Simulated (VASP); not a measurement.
# TiCo3 (Pm-3m) in VASP: single point with LDA

Aim: the single point of TiCo3 with LDA.

All numbers are computed with VASP 6.6.1; they aren't measurements. Logs are shortened: lines on timing, memory, paths and dates and some standing lists are left out, and cuts for length are marked.

## (1) The cell of the first run

The structure is cubic, space group Pm-3m (No. 221). Conventional cell: a = 3.490 Å, b = 3.490 Å, c = 3.490 Å, α = 90.00°, β = 90.00°, γ = 90.00°. Ti (site symmetry m-3m) has 12 Co at 2.47 Å within 3.3 Å. Within 3.3 Å of Co (site symmetry 4/mmm) lie 4 Ti at 2.47 Å and 8 Co at 2.47 Å.

## (2) Single point, LDA, collinear spin, ferrimagnetic start

The input, INCAR:

```
PREC     = Accurate       # precision mode
ENCUT    = 520            # plane-wave cutoff, eV
EDIFF    = 1E-6           # SCF threshold, eV
ISMEAR   = 0              # smearing method
SIGMA    = 0.1            # smearing width, eV
LREAL    = F              # projectors in reciprocal space
LASPH    = T              # aspherical terms in the spheres
NELM     = 150            # most SCF steps
ALGO     = Normal         # electronic algorithm
ISIF     = 2              # what is computed and relaxed
LWAVE    = F              # write WAVECAR
LCHARG   = T              # write CHGCAR
ISPIN    = 2              # spin polarisation
MAGMOM   = -0.43 1.22 1.22 1.22 # initial moments
LORBIT   = 11             # projections on sites
LMAXMIX  = 4              # l up to which the mixer works
LELF     = T              # ELF
LVHAR    = T            
NBANDS   = 32             # bands
```

The input, KPOINTS:

```
Automatic mesh
0
Gamma
  12 12 12
```

The input, POSCAR:

```
TiCo3
1.0
    3.4897798658      0.0000000000      0.0000000000
    0.0000000000      3.4897798658      0.0000000000
    0.0000000000      0.0000000000      3.4897798658
Ti Co
1 3
Direct
    0.0000000000      0.0000000000      0.0000000000
    0.0000000000      0.5000000000      0.5000000000
    0.5000000000      0.0000000000      0.5000000000
    0.5000000000      0.5000000000      0.0000000000
```

Potentials or basis: VASP PAW LDA potentials, release 64 (Ti_sv, Co).

Started as:

```sh
> cat potpaw_LDA.64/Ti_sv/POTCAR potpaw_LDA.64/Co/POTCAR > POTCAR
> mpirun -np 1 vasp_std > vasp.out
```

OUTCAR:

```text
PREC = Accurate
   ENCUT = 520
   EDIFF = 1E-6
   ISMEAR = 0
   LREAL = F
   LASPH = T
   NELM = 150
   ISIF = 2
   ISPIN = 2
   LORBIT = 11

 ion  position               nearest neighbor table
   1  0.000  0.000  0.000-   2 2.47   3 2.47   4 2.47   2 2.47   3 2.47   2 2.47   4 2.47   2 2.47
                             3 2.47   4 2.47   3 2.47   4 2.47
   2  0.000  0.500  0.500-   1 2.47   3 2.47   4 2.47   1 2.47   4 2.47   1 2.47   3 2.47   1 2.47
                             3 2.47   4 2.47   4 2.47   3 2.47
   3  0.500  0.000  0.500-   1 2.47   2 2.47   4 2.47   1 2.47   4 2.47   2 2.47   4 2.47   4 2.47
                             1 2.47   2 2.47   1 2.47   2 2.47
   4  0.500  0.500  0.000-   1 2.47   2 2.47   3 2.47   2 2.47   3 2.47   1 2.47   3 2.47   3 2.47
                             1 2.47   2 2.47   2 2.47   1 2.47

  LATTYP: Found a simple cubic cell.
 ALAT       =     3.4897798658

  Lattice vectors:

 A1 = (   3.4897798658,   0.0000000000,   0.0000000000)
 A2 = (   0.0000000000,   3.4897798658,   0.0000000000)
 A3 = (   0.0000000000,   0.0000000000,   3.4897798658)

Analysis of symmetry for initial positions (statically):
=====================================================================
 Subroutine PRICEL returns:
 Original cell was already a primitive cell.

 Routine SETGRP: Setting up the symmetry group for a
 simple cubic supercell.

 Subroutine GETGRP returns: Found 48 space group operations
 (whereof 48 operations were pure point group operations)
 out of a pool of 48 trial point group operations.

The static configuration has the point symmetry O_h .

Analysis of symmetry for dynamics (positions and initial velocities):
=====================================================================
 Subroutine PRICEL returns:
 Original cell was already a primitive cell.

 Routine SETGRP: Setting up the symmetry group for a
 simple cubic supercell.

 Subroutine GETGRP returns: Found 48 space group operations
 (whereof 48 operations were pure point group operations)
 out of a pool of 48 trial point group operations.

The dynamic configuration has the point symmetry O_h .

Analysis of structural, dynamic, and magnetic symmetry:
=====================================================================
 Subroutine PRICEL returns:
 Original cell was already a primitive cell.

 Routine SETGRP: Setting up the symmetry group for a
 simple cubic supercell.

 Subroutine GETGRP returns: Found 48 space group operations
 (whereof 48 operations were pure point group operations)
 out of a pool of 48 trial point group operations.
[... 134 lines left out ...]
   LEPSILON=     F    determine dielectric tensor
   LRPA    =     F    only Hartree local field effects (RPA)
 spin polarized calculation
 Gauss-broadening in eV      SIGMA  =   0.10
  energy-cutoff  :      520.00
  volume of cell :       42.50
 maximum number of plane-waves:      1189
 NGX is ok and might be reduce to    28
   NGX = 13   NGY = 13   NGZ = 13

 number of electron      38.9999958 magnetization       0.0030678

 Free energy of the ion-electron system (eV)
  ---------------------------------------------------
  ext. energy  EPLUGINS =         0.00000000
  ---------------------------------------------------
  free energy    TOTEN  =       -34.40658515 eV

  energy without entropy =      -34.37837575  energy(sigma->0) =      -34.39248045

 E-fermi :  11.0438     XC(G=0): -14.0134

 val. band max:       11.0423223016   @ k =   0.3333   0.0833   0.0833
 cond. band min:      11.0516668515   @ k =   0.3333   0.3333   0.0833
 fundamental gap:      0.0093445499
 Fermi energy:        11.0437983980

 spin component 1

 k-point     1 :       0.0000    0.0000    0.0000
  band No.  band energies     occupation
      1     -44.5349      1.00000
      2     -21.1919      1.00000
      3     -21.1919      1.00000
      4     -21.1919      1.00000
      5       2.7994      1.00000
      6       6.3534      1.00000
[... 805 lines left out ...]
     30      23.8243      0.00000
     31      24.3593      0.00000

 [... further k-points ...]

 spin component 2

 k-point     1 :       0.0000    0.0000    0.0000
  band No.  band energies     occupation
      1     -44.5351      1.00000
      2     -21.1921      1.00000
      3     -21.1921      1.00000
      4     -21.1921      1.00000
      5       2.7996      1.00000
      6       6.3539      1.00000
[... 805 lines left out ...]
     30      23.8247      0.00000
     31      24.3596      0.00000

 [... further k-points ...]

 [bands above 31 left out]

------------------------ aborting loop because EDIFF is reached ----------------------------------------

  FORCE on cell =-STRESS in cart. coord.  units (eV):
  Direction    XX          YY          ZZ          XY          YZ          ZX
  --------------------------------------------------------------------------------------
  -------------------------------------------------------------------------------------
  Total       -0.1174275     -0.1174275     -0.1174275      0.0000000      0.0000000      0.0000000
  in kB       -4.4267646     -4.4267646     -4.4267646      0.0000000      0.0000000      0.0000000
  external PRESSURE =      -4.4267646 kB  Pullay stress =       0.0000000 kB

 VOLUME and BASIS-vectors are now :
 -----------------------------------------------------------------------------
  energy-cutoff  :      520.00
  volume of cell :       42.50
      direct lattice vectors                 reciprocal lattice vectors
     3.489779866  0.000000000  0.000000000     0.286551026  0.000000000  0.000000000
     0.000000000  3.489779866  0.000000000     0.000000000  0.286551026  0.000000000
     0.000000000  0.000000000  3.489779866     0.000000000  0.000000000  0.286551026

 POSITION                                       TOTAL-FORCE (eV/Angst)
 -----------------------------------------------------------------------------------
      0.00000      0.00000      0.00000         0.000000      0.000000      0.000000
      0.00000      1.74489      1.74489         0.000000      0.000000      0.000000
      1.74489      0.00000      1.74489         0.000000      0.000000      0.000000
      1.74489      1.74489      0.00000         0.000000      0.000000      0.000000
 -----------------------------------------------------------------------------------
    total drift:                                0.000000      0.000000      0.000000

  FREE ENERGIE OF THE ION-ELECTRON SYSTEM (eV)
  ---------------------------------------------------
  free  energy   TOTEN  =       -34.4065851471 eV

  energy  without entropy=      -34.3783757488  energy(sigma->0) =      -34.39248045

 total charge

# of ion       s       p       d       tot
------------------------------------------
    1        2.289   6.224   2.054  10.567
    2        0.545   0.568   7.399   8.513
    3        0.545   0.568   7.399   8.513
    4        0.545   0.568   7.399   8.513
--------------------------------------------------
tot          3.925   7.929  24.251  36.106

 magnetization (x)

# of ion       s       p       d       tot
------------------------------------------
    1       -0.000  -0.000  -0.000  -0.000
    2       -0.000   0.000   0.001   0.001
    3       -0.000   0.000   0.001   0.001
    4       -0.000   0.000   0.001   0.001
--------------------------------------------------
tot         -0.000  -0.000   0.003   0.003
```

stdout:

```text
POSCAR found type information on POSCAR TiCo
 POSCAR found :  2 types and       4 ions
 scaLAPACK will be used
 LDA part: xc-table for (Slater(with rela. corr.)+CA(PZ))
 , standard interpolation
 POSCAR, INCAR and KPOINTS ok, starting setup
 FFT: planning ... GRIDC
 FFT: planning ... GRID_SOFT
 FFT: planning ... GRID
 WAVECAR not read
 entering main loop
```

Wall time 8 min (1 thread of Intel Xeon 8259CL, shared host); peak memory 0.28 GiB.

Results:

```
Free energy                                           : -34.4066 eV
Pressure                                              : -0.4 GPa
Net moment                                            : 0.00 μB per cell
Valence electrons inside the program's atomic spheres : Ti 10.57; Co 8.51
```

Levels at points of the mesh, in eV from the Fermi level:
Spin up:
```tsv
k point	band 18	band 19	band 20	band 21	band 22	band 23
(0.00, 0.00, 0.00)	0.77	0.77	0.77	2.77	2.77	3.64
(0.50, 0.00, 0.00)	-0.61	-0.54	0.13	0.77	1.28	1.28
(0.50, 0.50, 0.00)	-0.85	-0.85	-0.40	-0.39	1.83	1.83
(0.50, 0.50, 0.50)	0.53	0.53	0.53	1.06	1.06	1.06
```
Spin down:
```csv
k point,band 18,band 19,band 20,band 21,band 22,band 23
"(0.00, 0.00, 0.00)",0.77,0.77,0.77,2.77,2.77,3.64
"(0.50, 0.00, 0.00)",-0.61,-0.54,0.13,0.77,1.28,1.28
"(0.50, 0.50, 0.00)",-0.85,-0.85,-0.40,-0.39,1.83,1.83
"(0.50, 0.50, 0.50)",0.54,0.54,0.54,1.06,1.06,1.06
```

Caveat: the moments typed at the start vanished in this run.
